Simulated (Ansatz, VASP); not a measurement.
**Si3Ge: VASP beside Ansatz**

File INCAR:

```
SYSTEM = Si3Ge
PREC = Accurate
ENCUT = 600
EDIFF = 1E-7
ISMEAR = 0
SIGMA = 0.1
LREAL = .False.
LASPH = .True.
NELM = 80
ALGO = Normal
ISIF = 3
LWAVE = .False.
LCHARG = .False.
GGA = PE
IBRION = 2
NSW = 90
EDIFFG = -0.04
```

File KPOINTS:

```
Automatic mesh
0
Gamma
  6 6 6
  0 0 0
```

POSCAR

```
Si3Ge
1.0
    0.0000000000      3.1725725544      3.1725725544
    3.1725725544      0.0000000000      3.1725725544
    3.1725725544      3.1725725544      0.0000000000
Si Ge
3 1
Direct
    0.7500000000      0.7500000000      0.7500000000
    0.2500000000      0.2500000000      0.2500000000
    0.5000000000      0.5000000000      0.5000000000
    0.0000000000      0.0000000000      0.0000000000
```

Input for Ansatz:

```yaml
crystal:
  lattice:
    - [0.0, 3.1725725544, 3.1725725544]
    - [3.1725725544, 0.0, 3.1725725544]
    - [3.1725725544, 3.1725725544, 0.0]
  atoms:
    - { symbol: Si, position: [0.75, 0.75, 0.75] }
    - { symbol: Si, position: [0.25, 0.25, 0.25] }
    - { symbol: Si, position: [0.5, 0.5, 0.5] }
    - { symbol: Ge, position: [0.0, 0.0, 0.0] }
basis:
  ecutwfc: 420
kpoints:
  mp_grid: { grid: [6, 6, 6] }
hamiltonian:
  xc: pbe
scf:
  occupations: { method: gaussian, width: 0.1 }
  lower_state_search: "off"
output:
  forces: true
  stress: true
  eigenvalues: true
relax:
  adjacent_minimum: "off"
  f_tol: 0.04
  max_steps: 70
  cell: { stress_tol: 0.4 }
```

Change from the starting cell: species swapped into the Fe3Ni type (Fm-3m, No. 225).

Alike in both runs: task relaxation of cell and atoms; functional PBE; k mesh 6 × 6 × 6; occupations gaussian, width 0.1 eV; no spin polarisation.

```csv
,VASP,Ansatz
version,VASP 6.6.1,Ansatz 0.2.0
potentials or method,"VASP PAW PBE potentials, release 64 (Si, Ge_d), cutoff 600 eV","scalar-relativistic, plane waves, PAW"
valence electrons in the cell,26,26
```

VASP gave:

| Item | Value |
| --- | --- |
| gap on the k mesh at the Fermi level, each at its own relaxed structure (eV) | none |
| relaxed volume (Å³/atom) | 16.18 |
| relaxed cell length with the largest relative difference (Å) | 4.507 |

Question: What did Ansatz give for the same quantities?

Answer: gap on the k mesh at the Fermi level, each at its own relaxed structure (eV): none; relaxed volume (Å³/atom): 16.16; relaxed cell length with the largest relative difference (Å): 4.505.

A gap of «none» marks a metal or a gap that the smearing closes.

Noted on VASP's run: too few bands were computed for a metal, which touches its energy and stress.
